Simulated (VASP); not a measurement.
# TaN (Fm-3m) in VASP: single point with LDA

Aim: the single point of TaN with LDA.

Everything below comes from runs of VASP 6.6.1. Logs are shortened: lines on timing, memory, paths and dates and some standing lists are left out, and cuts for length are marked.

**1. The cell of the first run**

The structure is cubic, space group Fm-3m (No. 225). The conventional cell has a = 4.390 Å, b = 4.390 Å, c = 4.390 Å, α = 90.00°, β = 90.00°, γ = 90.00°. Within 2.9 Å of Ta (site symmetry m-3m) lie 6 N at 2.19 Å. Within 2.9 Å of N (site symmetry m-3m) lie 6 Ta at 2.19 Å.

**2. Single point, LDA**

Input file INCAR:

```
PREC     = Accurate       # precision mode
ENCUT    = 700            # plane-wave cutoff, eV
EDIFF    = 1E-6           # SCF threshold, eV
ISMEAR   = 0              # smearing method
SIGMA    = 0.1            # smearing width, eV
LREAL    = F              # projectors in reciprocal space
LASPH    = T              # aspherical terms in the spheres
NELM     = 120            # most SCF steps
ALGO     = Normal         # electronic algorithm
ISIF     = 2              # what is computed and relaxed
LWAVE    = F              # write WAVECAR
LCHARG   = F              # write CHGCAR
GGA      = CA             # functional
NBANDS   = 16             # bands
GGA_COMPAT= F
```

Input file KPOINTS:

```
regular mesh
0
Gamma
  8 8 8
```

Input file POSCAR:

```
TaN
1.0
    0.0000000000      2.1950000000      2.1950000000
    2.1950000000      0.0000000000      2.1950000000
    2.1950000000      2.1950000000      0.0000000000
Ta N
1 1
Direct
    0.0000000000      0.0000000000      0.0000000000
    0.5000000000      0.5000000000      0.5000000000
```

Potentials or basis: VASP PAW LDA potentials, release 64 (Ta_sv_GW, N).

Launch:

```sh
$ cat potpaw_LDA.64/Ta_sv_GW/POTCAR potpaw_LDA.64/N/POTCAR > POTCAR
$ mpirun -np 1 vasp_std > vasp.out
```

OUTCAR:

```text
PREC = Accurate
   ENCUT = 700
   EDIFF = 1E-6
   ISMEAR = 0
   LREAL = F
   LASPH = T
   NELM = 120
   ISIF = 2
   GGA = CA

 ion  position               nearest neighbor table
   1  0.000  0.000  0.000-   2 2.19   2 2.19   2 2.19   2 2.19   2 2.19   2 2.19
   2  0.500  0.500  0.500-   1 2.19   1 2.19   1 2.19   1 2.19   1 2.19   1 2.19

  LATTYP: Found a face centered cubic cell.
 ALAT       =     4.3900000000

  Lattice vectors:

 A1 = (   0.0000000000,   2.1950000000,   2.1950000000)
 A2 = (   2.1950000000,   0.0000000000,   2.1950000000)
 A3 = (   2.1950000000,   2.1950000000,   0.0000000000)

Analysis of symmetry for initial positions (statically):
=====================================================================
 Subroutine PRICEL returns:
 Original cell was already a primitive cell.

 Routine SETGRP: Setting up the symmetry group for a
 face centered cubic supercell.

 Subroutine GETGRP returns: Found 48 space group operations
 (whereof 48 operations were pure point group operations)
 out of a pool of 48 trial point group operations.

The static configuration has the point symmetry O_h .

Analysis of symmetry for dynamics (positions and initial velocities):
=====================================================================
 Subroutine PRICEL returns:
 Original cell was already a primitive cell.

 Routine SETGRP: Setting up the symmetry group for a
 face centered cubic supercell.

 Subroutine GETGRP returns: Found 48 space group operations
 (whereof 48 operations were pure point group operations)
 out of a pool of 48 trial point group operations.

The dynamic configuration has the point symmetry O_h .

 Subroutine INISYM returns: Found 48 space group operations
 (whereof 48 operations are pure point group operations),
 and found     1 'primitive' translations

----------------------------------------------------------------------------------------

                                     Primitive cell

  volume of cell :      21.1511

  direct lattice vectors                    reciprocal lattice vectors
     0.000000000  2.195000000  2.195000000    -0.227790433  0.227790433  0.227790433
     2.195000000  0.000000000  2.195000000     0.227790433 -0.227790433  0.227790433
     2.195000000  2.195000000  0.000000000     0.227790433  0.227790433 -0.227790433

  length of vectors
     3.104198769  3.104198769  3.104198769     0.394544603  0.394544603  0.394544603

  position of ions in fractional coordinates (direct lattice)
     0.000000000  0.000000000  0.000000000
     0.500000000  0.500000000  0.500000000

  ion indices of the primitive-cell ions
   primitive index   ion index
                 1           1
                 2           2

----------------------------------------------------------------------------------------

 KPOINTS: regular mesh

Automatic generation of k-mesh.
 Grid dimensions read from file:
 generate k-points for:    8    8    8

 Generating k-lattice:

  Cartesian coordinates                     Fractional coordinates (reciprocal lattice)
    -0.028473804  0.028473804  0.028473804     0.125000000  0.000000000  0.000000000
     0.028473804 -0.028473804  0.028473804     0.000000000  0.125000000  0.000000000
     0.028473804  0.028473804 -0.028473804     0.000000000  0.000000000  0.125000000

  Length of vectors
     0.049318075  0.049318075  0.049318075

  Shift w.r.t. Gamma in fractional coordinates (k-lattice)
     0.000000000  0.000000000  0.000000000

 Subroutine IBZKPT returns following result:
 ===========================================

 Found     29 irreducible k-points:

 Following reciprocal coordinates:
            Coordinates               Weight
  0.000000  0.000000  0.000000      1.000000
  0.125000  0.000000  0.000000      8.000000
  0.250000  0.000000  0.000000      8.000000
  0.375000  0.000000  0.000000      8.000000
  0.500000  0.000000  0.000000      4.000000
  0.125000  0.125000  0.000000      6.000000
[... 16 lines left out ...]
  0.500000  0.250000  0.125000     48.000000
 -0.375000  0.250000  0.125000     24.000000
 [... further k-points ...]
   k-points           NKPTS =     29   k-points in BZ     NKDIM =     29   number of bands    NBANDS=     16
   number of dos      NEDOS =    301   number of ions     NIONS =      2
   total plane-waves  NPLWV =  21952
   dimension x,y,z NGX =    28 NGY =   28 NGZ =   28
   dimension x,y,z NGXF=    56 NGYF=   56 NGZF=   56
   ions per type =               1   1
   NGX,Y,Z   is equivalent  to a cutoff of  15.00, 15.00, 15.00 a.u.
   NGXF,Y,Z  is equivalent  to a cutoff of  29.99, 29.99, 29.99 a.u.
 SYSTEM =  unknown system
   PREC   = accura    normal or accurate (medium, high low for compatibility)
   ISTART =      0    job   : 0-new  1-cont  2-samecut
   ICHARG =      2    charge: 1-file 2-atom 10-const
   ISPIN  =      1    spin polarized calculation?
   LNONCOLLINEAR =      F non collinear calculations
   LSORBIT =      F    spin-orbit coupling
   LASPH  =      T    aspherical Exc in radial PAW
   ENCUT  =  700.0 eV  51.45 Ry    7.17 a.u.   6.70  6.70  6.70*2*pi/ulx,y,z
   NELM   =    120;   NELMIN=  2; NELMDL= -5     # of ELM steps
   EDIFF  = 0.1E-05   stopping-criterion for ELM
   LREAL  =      F    real-space projection
   EDIFFG = 0.1E-04   stopping-criterion for IOM
   NSW    =      0    number of steps for IOM
   IBRION =     -1    ionic relax: 0-MD 1-quasi-New 2-CG
   NFREE  =      0    steps in history (QN), initial steepest desc. (CG)
   ISIF   =      2    stress and relaxation
   ISYM   =      2    0-nonsym 1-usesym 2-fastsym
   POTIM  = 0.5000    time-step for ionic-motion
   TEBEG  =    0.0;   TEEND  =   0.0 temperature during run
   PSTRESS=    0.0 pullay stress
   NELECT =      18.0000    total number of electrons
   NUPDOWN=      -1.0000    fix difference up-down
   EMIN   =  10.00;   EMAX   =-10.00  energy-range for DOS
   EFERMI =   0.00;   METHOD = LEGACY
   ISMEAR =     0;   SIGMA  =   0.10  broadening in eV -4-tet -1-fermi 0-gaus
   EFERMI_NEDOS =   21; number of points for ismear=-14 and -15
   IALGO  =     38    algorithm
   IMIX   =      4    mixing-type and parameters
     AMIX     =   0.40;   BMIX     =  1.00
     AMIX_MAG =   1.60;   BMIX_MAG =  1.00
  volume/ion in A,a.u.               =      10.58        71.37
  Fermi-wavevector in a.u.,A,eV,Ry     =   1.551391  2.931703 32.746674  2.406813
  Thomas-Fermi vector in A             =   2.655917
   LORBIT       =      0    0 simple, 1 ext, 2 COOP (PROOUT), +10 PAW based schemes
   GGA     = CA    functional components
   LHFCALC =     F    Hartree Fock is set to
   AEXX    =    0.0000 exact exchange contribution
   IVDW    =     0    specifies the selected vdW correction
   LEPSILON=     F    determine dielectric tensor
   LRPA    =     F    only Hartree local field effects (RPA)
 non-spin polarized calculation
 Gauss-broadening in eV      SIGMA  =   0.10
  energy-cutoff  :      700.00
  volume of cell :       21.15
 maximum number of plane-waves:       905
   NGX = 13   NGY = 13   NGZ = 13

 number of electron      18.0000000 magnetization

 Free energy of the ion-electron system (eV)
  ---------------------------------------------------
  ext. energy  EPLUGINS =         0.00000000
  ---------------------------------------------------
  free energy    TOTEN  =       -26.63393272 eV

  energy without entropy =      -26.63070947  energy(sigma->0) =      -26.63232109

 E-fermi :  13.6165     XC(G=0): -14.0917

 val. band max:       13.5783410515   @ k =   0.0000   0.0000   0.0000
 cond. band min:      13.7830935801   @ k =  -0.3750   0.2500   0.1250
 fundamental gap:      0.2047525286
 Fermi energy:        13.6165237707

 k-point     1 :       0.0000    0.0000    0.0000
  band No.  band energies     occupation
      1     -55.5364      2.00000
      2     -21.9572      2.00000
      3     -21.9572      2.00000
      4     -21.9572      2.00000
      5      -5.0611      2.00000
      6       9.7898      2.00000
[... 8 lines left out ...]
     15      22.8252      0.00000
     16      37.9206      0.00000

 k-point     2 :       0.1250    0.0000    0.0000
  band No.  band energies     occupation
      1     -55.5277      2.00000
      2     -22.0967      2.00000
      3     -21.9699      2.00000
      4     -21.9699      2.00000
      5      -4.6820      2.00000
      6       8.2444      2.00000
[... 8 lines left out ...]
     15      23.9301      0.00000
     16      34.0355      0.00000

 k-point     3 :       0.2500    0.0000    0.0000
  band No.  band energies     occupation
      1     -55.5066      2.00000
      2     -22.4193      2.00000
      3     -22.0004      2.00000
      4     -22.0004      2.00000
      5      -3.7006      2.00000
      6       5.9537      2.00000
[... 8 lines left out ...]
     15      25.8797      0.00000
     16      30.8333      0.00000

 k-point     4 :       0.3750    0.0000    0.0000
  band No.  band energies     occupation
      1     -55.4855      2.00000
      2     -22.7243      2.00000
      3     -22.0306      2.00000
      4     -22.0306      2.00000
      5      -2.5329      2.00000
      6       4.0409      2.00000
[... 8 lines left out ...]
     15      25.3362      0.00000
     16      27.4479      0.00000
[... 324 lines left out ...]
 k-point    22 :       0.3750    0.2500    0.1250
  band No.  band energies     occupation
      1     -55.4909      2.00000
      2     -22.4796      2.00000
      3     -22.1633      2.00000
      4     -22.0485      2.00000
      5      -3.3494      2.00000
      6       5.1602      2.00000
[... 8 lines left out ...]
     15      26.4942      0.00000
     16      27.2903      0.00000

 k-point    23 :       0.5000    0.2500    0.1250
  band No.  band energies     occupation
      1     -55.4739      2.00000
      2     -22.6399      2.00000
      3     -22.2472      2.00000
      4     -22.0929      2.00000
      5      -2.7885      2.00000
      6       4.6489      2.00000
[... 8 lines left out ...]
     15      24.2666      0.00000
     16      26.7763      0.00000

 k-point    24 :      -0.3750    0.2500    0.1250
  band No.  band energies     occupation
      1     -55.4669      2.00000
      2     -22.7088      2.00000
      3     -22.2695      2.00000
      4     -22.1196      2.00000
      5      -2.5542      2.00000
      6       4.4285      2.00000
[... 8 lines left out ...]
     15      23.8212      0.00000
     16      26.6508      0.00000

 [... further k-points ...]

------------------------ aborting loop because EDIFF is reached ----------------------------------------

  FORCE on cell =-STRESS in cart. coord.  units (eV):
  Direction    XX          YY          ZZ          XY          YZ          ZX
  --------------------------------------------------------------------------------------
  -------------------------------------------------------------------------------------
  Total       -1.1855211     -1.1855211     -1.1855211     -0.0000000      0.0000000      0.0000000
  in kB      -89.8020569    -89.8020569    -89.8020569     -0.0000000      0.0000000      0.0000000
  external PRESSURE =     -89.8020569 kB  Pullay stress =       0.0000000 kB

 VOLUME and BASIS-vectors are now :
 -----------------------------------------------------------------------------
  energy-cutoff  :      700.00
  volume of cell :       21.15
      direct lattice vectors                 reciprocal lattice vectors
     0.000000000  2.195000000  2.195000000    -0.227790433  0.227790433  0.227790433
     2.195000000  0.000000000  2.195000000     0.227790433 -0.227790433  0.227790433
     2.195000000  2.195000000  0.000000000     0.227790433  0.227790433 -0.227790433

 POSITION                                       TOTAL-FORCE (eV/Angst)
 -----------------------------------------------------------------------------------
      0.00000      0.00000      0.00000         0.000000      0.000000      0.000000
      2.19500      2.19500      2.19500        -0.000000     -0.000000     -0.000000
 -----------------------------------------------------------------------------------
    total drift:                                0.000000      0.000000      0.000000

  FREE ENERGIE OF THE ION-ELECTRON SYSTEM (eV)
  ---------------------------------------------------
  free  energy   TOTEN  =       -26.6339327158 eV

  energy  without entropy=      -26.6307094730  energy(sigma->0) =      -26.63232109
```

It took 15 s on 1 thread of Intel Xeon Platinum 8259CL at 2.50GHz (Skylake/Cascade Lake), shared host; peak memory 0.16 GiB.

What came out:

```
Free energy            : -26.6339 eV
Pressure               : -9.0 GPa
Band gap on the k mesh : zero (bands 9 and 10 overlap by 4.04 eV)
```

Levels at points of the mesh, in eV from the Fermi level:
| k point | band 6 | band 7 | band 8 | band 9 | band 10 | band 11 | band 12 | band 13 |
| --- | --- | --- | --- | --- | --- | --- | --- | --- |
| (0.00, 0.00, 0.00) | -3.83 | -3.83 | -3.83 | -2.19 | -2.19 | -2.19 | -0.04 | -0.04 |
| (0.50, 0.00, 0.00) | -10.42 | -7.65 | -7.65 | 1.86 | 1.86 | 1.96 | 3.89 | 7.52 |
| (0.50, 0.50, 0.00) | -6.59 | -5.55 | -4.62 | -4.62 | 2.03 | 3.52 | 3.52 | 4.63 |

Caveat: the cell stands under tension; spin-orbit coupling is left out, which moves the levels of the heavy elements.

The gap in the log of VASP goes by the Fermi energy; the results here count the filled bands.